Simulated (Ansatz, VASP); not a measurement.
Se in VASP and in Ansatz

File INCAR:

```
SYSTEM = Se
PREC = Accurate
ENCUT = 520
EDIFF = 1E-8
ISMEAR = -1
SIGMA = 0.03
LREAL = .FALSE.
LASPH = .TRUE.
NELM = 80
ALGO = Normal
ISIF = 2
LWAVE = .FALSE.
LCHARG = .FALSE.
GGA = PE
LEFG = .TRUE.
NBANDS = 16
```

KPOINTS

```
Automatic mesh
0
G
  8 8 6
  0 0 0
```

POSCAR

```
Se
1.0
    4.3551696776      0.0217758484      0.0217758484
   -2.1587264009      3.7607996544      0.0079705137
    0.0247472500      0.0247472500      4.9494500000
Se
3
Direct
    0.2170000000      0.0000000000      0.1666666667
    0.0000000000      0.2170000000      0.8333333333
    0.7830000000      0.7830000000      0.5000000000
```

Input for Ansatz:

```yaml
crystal:
  lattice:
    - [4.3551696776, 0.0217758484, 0.0217758484]
    - [-2.1587264009, 3.7607996544, 0.0079705137]
    - [0.02474725, 0.02474725, 4.94945]
  atoms:
    - { symbol: Se, position: [0.217, 0.0, 0.1666666667] }
    - { symbol: Se, position: [0.0, 0.217, 0.8333333333] }
    - { symbol: Se, position: [0.783, 0.783, 0.5] }
kpoints:
  mp_grid: { grid: [8, 8, 6] }
scf:
  occupations: { method: fermi_dirac, width: 0.03 }
hamiltonian:
  xc: pbe
  pseudopotentials: { kind: all_electron, datasets: crystal }
output:
  forces: true
  stress: true
  eigenvalues: true
  efg: { contact_densities: true }
```

Change from the starting cell: equal xy, yz and zx shear strains of +1 %, crystal datasets.

Alike in both runs: task electric field gradients; functional PBE; k mesh 8 × 8 × 6; occupations fermi-dirac, width 0.03 eV; no spin polarisation.

```csv
,VASP,Ansatz
version,VASP 6.6.1,Ansatz 0.2.0
potentials or method,"VASP PAW PBE potentials, release 64 (Se), cutoff 520 eV","all-electron PAW with datasets made for the crystal, scalar-relativistic"
```

```tsv
	VASP	Ansatz	Ansatz less VASP
pressure (GPa)	5.7	5.5	-0.19
traceless stress, the component that is largest in VASP (GPa)	1.92	1.83	-0.082
rms of the force components (eV/Å)	0.692	0.663	-0.0291
size of Vzz on the site where it differs most (V/Å²)	499.1	521.2	+22.14
```

Atom by atom the forces differ by 0.029 eV/Å (rms over components). Ansatz ran all-electron here, and VASP with PAW potentials.
